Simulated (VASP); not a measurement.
# In2O (P-3m1) in VASP: relaxation of shape and atoms at fixed volume with PBE

Aim: the relaxation of shape and atoms at fixed volume of In2O with PBE.

All numbers are computed with VASP 6.6.1; they aren't measurements. Logs are shortened: lines on timing, memory, paths and dates and some standing lists are left out, and cuts for length are marked.

## (1) The cell of the first run

The structure is trigonal, space group P-3m1 (No. 164). Conventional cell: a = 3.456 Å, b = 3.456 Å, c = 12.788 Å, α = 90.00°, β = 90.00°, γ = 120.00°. In (site symmetry 3m) has 3 O at 2.22 Å and 1 In at 3.00 Å within 3.1 Å. In (site symmetry 3m) has 1 O at 2.44 Å within 3.2 Å. Within 2.9 Å of O (site symmetry 3m) lie 4 In at 2.22 to 2.44 Å.

## (2) Relaxation of shape and atoms at fixed volume, PBE (22.04 Å³/atom)

INCAR reads:

```
PREC     = Accurate       # precision mode
ENCUT    = 600            # plane-wave cutoff, eV
EDIFF    = 1E-6           # SCF threshold, eV
ISMEAR   = -1             # smearing method
SIGMA    = 0.15           # smearing width, eV
LREAL    = F              # projectors in reciprocal space
LASPH    = T              # aspherical terms in the spheres
NELM     = 100            # most SCF steps
ALGO     = Normal         # electronic algorithm
ISIF     = 4              # what is computed and relaxed
LWAVE    = F              # write WAVECAR
LCHARG   = F              # write CHGCAR
GGA      = PE             # functional
IBRION   = 2              # ionic algorithm
NSW      = 80             # ionic steps
EDIFFG   = -0.001         # ionic threshold
```

KPOINTS reads:

```
regular mesh
0
Gamma
  12 12 4
```

POSCAR reads:

```
In2O
1.0
    3.4557916924      0.0000000000      0.0000000000
   -1.7278958462      2.9928033958      0.0000000000
    0.0000000000      0.0000000000     12.7880429652
In O
4 2
Direct
    0.0000000000      0.0000000000      0.3826865678
    0.0000000000      0.0000000000      0.6173134322
    0.6666666667      0.3333333333      0.1160367302
    0.3333333333      0.6666666667      0.8839632698
    0.6666666667      0.3333333333      0.3070936534
    0.3333333333      0.6666666667      0.6929063466
```

Potentials or basis: VASP PAW PBE potentials, release 64 (In_d, O).

The run is started by

```sh
cat potpaw_PBE.64/In_d/POTCAR potpaw_PBE.64/O/POTCAR > POTCAR
mpirun -np 1 vasp_std > vasp.out
```

OUTCAR:

```text
PREC = Accurate
   ENCUT = 600
   EDIFF = 1E-6
   ISMEAR = -1
   LREAL = F
   LASPH = T
   NELM = 100
   ISIF = 4
   GGA = PE
   IBRION = 2
   NSW = 80
   EDIFFG = -0.001

 ion  position               nearest neighbor table
   1  0.000  0.000  0.383-   5 2.22   5 2.22   5 2.22   2 3.00   3 3.95   3 3.95   3 3.95
   2  0.000  0.000  0.617-   6 2.22   6 2.22   6 2.22   1 3.00   4 3.95   4 3.95   4 3.95
   3  0.667  0.333  0.116-   5 2.44   4 3.58   4 3.58   4 3.58   1 3.95   1 3.95   1 3.95
   4  0.333  0.667  0.884-   6 2.44   3 3.58   3 3.58   3 3.58   2 3.95   2 3.95   2 3.95
   5  0.667  0.333  0.307-   1 2.22   1 2.22   1 2.22   3 2.44
   6  0.333  0.667  0.693-   2 2.22   2 2.22   2 2.22   4 2.44

  LATTYP: Found a hexagonal cell.
 ALAT       =     3.4557916924
 C/A-ratio  =     3.7004669562

  Lattice vectors:

 A1 = (   3.4557916924,   0.0000000000,   0.0000000000)
 A2 = (  -1.7278958462,   2.9928033958,   0.0000000000)
 A3 = (   0.0000000000,   0.0000000000,  12.7880429652)

Analysis of symmetry for initial positions (statically):
=====================================================================
 Subroutine PRICEL returns:
 Original cell was already a primitive cell.

 Routine SETGRP: Setting up the symmetry group for a
 hexagonal supercell.

 Subroutine GETGRP returns: Found 12 space group operations
 (whereof 12 operations were pure point group operations)
 out of a pool of 24 trial point group operations.

The static configuration has the point symmetry D_3d.

Analysis of symmetry for dynamics (positions and initial velocities):
=====================================================================
 Subroutine PRICEL returns:
 Original cell was already a primitive cell.

 Routine SETGRP: Setting up the symmetry group for a
 hexagonal supercell.

 Subroutine GETGRP returns: Found 12 space group operations
 (whereof 12 operations were pure point group operations)
 out of a pool of 24 trial point group operations.

The dynamic configuration has the point symmetry D_3d.

 Subroutine INISYM returns: Found 12 space group operations
 (whereof 12 operations are pure point group operations),
 and found     1 'primitive' translations

----------------------------------------------------------------------------------------

                                     Primitive cell

[... 118 lines left out ...]
     AMIX_MAG =   1.60;   BMIX_MAG =  1.00
  volume/ion in A,a.u.               =      22.04       148.76
  Fermi-wavevector in a.u.,A,eV,Ry     =   1.285262  2.428792 22.475430  1.651897
  Thomas-Fermi vector in A             =   2.417406
   LORBIT       =      0    0 simple, 1 ext, 2 COOP (PROOUT), +10 PAW based schemes
   GGA     = PE    functional components
   LHFCALC =     F    Hartree Fock is set to
   AEXX    =    0.0000 exact exchange contribution
   IVDW    =     0    specifies the selected vdW correction
   LEPSILON=     F    determine dielectric tensor
   LRPA    =     F    only Hartree local field effects (RPA)
 conjugate gradient relaxation of ions
 non-spin polarized calculation
  energy-cutoff  :      600.00
  volume of cell :      132.26
 maximum number of plane-waves:      4440
   NGX = 13   NGY = 13   NGZ = 51

--------------------------------------- Ionic step        1  -------------------------------------------

 number of electron      64.0000003 magnetization

 Free energy of the ion-electron system (eV)
  ---------------------------------------------------
  ext. energy  EPLUGINS =         0.00000000
  ---------------------------------------------------
  free energy    TOTEN  =       -24.79389797 eV

  energy without entropy =      -24.67457706  energy(sigma->0) =      -24.73423751

------------------------ aborting loop because EDIFF is reached ----------------------------------------

  FORCE on cell =-STRESS in cart. coord.  units (eV):
  Direction    XX          YY          ZZ          XY          YZ          ZX
  --------------------------------------------------------------------------------------
  -------------------------------------------------------------------------------------
  Total       -0.8485806     -0.8485806     -0.9002811      0.0000000      0.0000000      0.0000000
  in kB      -10.2795443    -10.2795443    -10.9058339      0.0000000      0.0000000      0.0000000
  external PRESSURE =     -10.4883075 kB  Pullay stress =       0.0000000 kB
[... 101 lines left out ...]
  FREE ENERGIE OF THE ION-ELECTRON SYSTEM (eV)
  ---------------------------------------------------
  free  energy   TOTEN  =       -24.7949694434 eV

  energy  without entropy=      -24.6767469535  energy(sigma->0) =      -24.73585820

[... ionic steps 4 to 21 ...]

--------------------------------------- Ionic step       22  -------------------------------------------

 number of electron      63.9999995 magnetization

------------------------ aborting loop because EDIFF is reached ----------------------------------------
[... 75 lines left out ...]
--------------------------------------- Ionic step       24  -------------------------------------------

 number of electron      63.9999995 magnetization

 Free energy of the ion-electron system (eV)
  ---------------------------------------------------
  ext. energy  EPLUGINS =         0.00000000
  ---------------------------------------------------
  free energy    TOTEN  =       -24.79548552 eV

  energy without entropy =      -24.67629465  energy(sigma->0) =      -24.73589008

 E-fermi :   6.3415     XC(G=0):  -9.7558

 val. band max:        6.3374467307   @ k =  -0.0833   0.3333   0.2500
 cond. band min:       6.3713081152   @ k =   0.2500   0.2500   0.5000
 fundamental gap:      0.0338613845
 Fermi energy:         6.3415409109

 k-point     1 :       0.0000    0.0000    0.0000
  band No.  band energies     occupation
      1     -13.1398      2.00000
      2     -13.1312      2.00000
      3      -8.9219      2.00000
      4      -8.8670      2.00000
      5      -8.8670      2.00000
      6      -8.8610      2.00000
[... 973 lines left out ...]
     37      11.4981      0.00000
     38      12.6449      0.00000

 [... further k-points ...]

------------------------ aborting loop because EDIFF is reached ----------------------------------------

  FORCE on cell =-STRESS in cart. coord.  units (eV):
  Direction    XX          YY          ZZ          XY          YZ          ZX
  --------------------------------------------------------------------------------------
  -------------------------------------------------------------------------------------
  Total       -0.6582906     -0.6582906     -0.6614393      0.0000000     -0.0000000     -0.0000000
  in kB       -7.9744077     -7.9744077     -8.0125495      0.0000000     -0.0000000     -0.0000000
  external PRESSURE =      -7.9871216 kB  Pullay stress =       0.0000000 kB
[... 21 lines left out ...]
  FREE ENERGIE OF THE ION-ELECTRON SYSTEM (eV)
  ---------------------------------------------------
  free  energy   TOTEN  =       -24.7954855205 eV

  energy  without entropy=      -24.6762946491  energy(sigma->0) =      -24.73589008

 reached required accuracy - stopping structural energy minimisation
```

CONTCAR:

```text
In2O
   1.00000000000000
     3.4563922448652851    0.0000000000000001   -0.0000000000000000
    -1.7281961224326425    2.9933234894926923    0.0000000000000000
     0.0000000000000000    0.0000000000000000   12.7835994744151975
  In              O
     4     2
Direct
     0.0000000000000000    1.0000000000000000    0.3826842021960633
     0.0000000000000000    0.0000000000000000    0.6173157978039371
     0.6666666667000030    0.3333333332999970    0.1174017031042732
     0.3333333332999970    0.6666666667000030    0.8825982968957270
     0.6666666667000030    0.3333333332999970    0.3080528899287367
     0.3333333332999970    0.6666666667000030    0.6919471100712632

  0.00000000E+00  0.00000000E+00  0.00000000E+00
  0.00000000E+00  0.00000000E+00  0.00000000E+00
  0.00000000E+00  0.00000000E+00  0.00000000E+00
  0.00000000E+00  0.00000000E+00  0.00000000E+00
  0.00000000E+00  0.00000000E+00  0.00000000E+00
  0.00000000E+00  0.00000000E+00  0.00000000E+00
```

It took 29 min on 1 thread of Intel Xeon 6975P-C (Granite Rapids), shared host; peak memory 0.51 GiB.

What came out:

- Free energy: -24.7955 eV
- Energy gained by relaxing: 0.3 meV/atom
- Ionic steps: 24
- Pressure after relaxing: -0.8 GPa
- Band gap on the k mesh: zero (bands 32 and 33 overlap by 1.51 eV)

The path:
```tsv
step	energy change (eV)	largest force (eV/Å)	pressure (GPa)	volume (Å³)
1	0.0000	0.0851	-1.05	132.26
2	-0.0009	0.0384	-0.96	132.26
3	-0.0011	0.0293	-0.89	132.26
4	-0.0011	0.0282	-0.88	132.26
5	-0.0012	0.0202	-0.88	132.26
6	-0.0013	0.0128	-0.87	132.26
7	-0.0014	0.0090	-0.85	132.26
8	-0.0016	0.0089	-0.82	132.26
9	-0.0015	0.0107	-0.73	132.26
10	-0.0016	0.0097	-0.78	132.26
11	-0.0016	0.0096	-0.79	132.26
12	-0.0016	0.0074	-0.79	132.26
13	-0.0016	0.0082	-0.78	132.26
14	-0.0016	0.0032	-0.81	132.26
15	-0.0016	0.0051	-0.80	132.26
16	-0.0016	0.0106	-0.81	132.26
17	-0.0016	0.0013	-0.79	132.26
18	-0.0016	0.0024	-0.80	132.26
19	-0.0016	0.0014	-0.81	132.26
20	-0.0016	0.0014	-0.80	132.26
21	-0.0016	0.0009	-0.80	132.26
22	-0.0016	0.0016	-0.80	132.26
23	-0.0016	0.0016	-0.80	132.26
24	-0.0016	0.0008	-0.80	132.26
```

Final structure:
```
In O
1.0
     3.45639    0.00000    0.00000
    -1.72820    2.99332    0.00000
     0.00000    0.00000   12.78360
In O
4 2
Direct
  0.00000 0.00000 0.38268
  0.00000 0.00000 0.61732
  0.66667 0.33333 0.11740
  0.33333 0.66667 0.88260
  0.66667 0.33333 0.30805
  0.33333 0.66667 0.69195
```

Caveat: spin-orbit coupling is left out, which moves the levels of the heavy elements.

The gap in the log of VASP goes by the Fermi energy; the results here count the filled bands.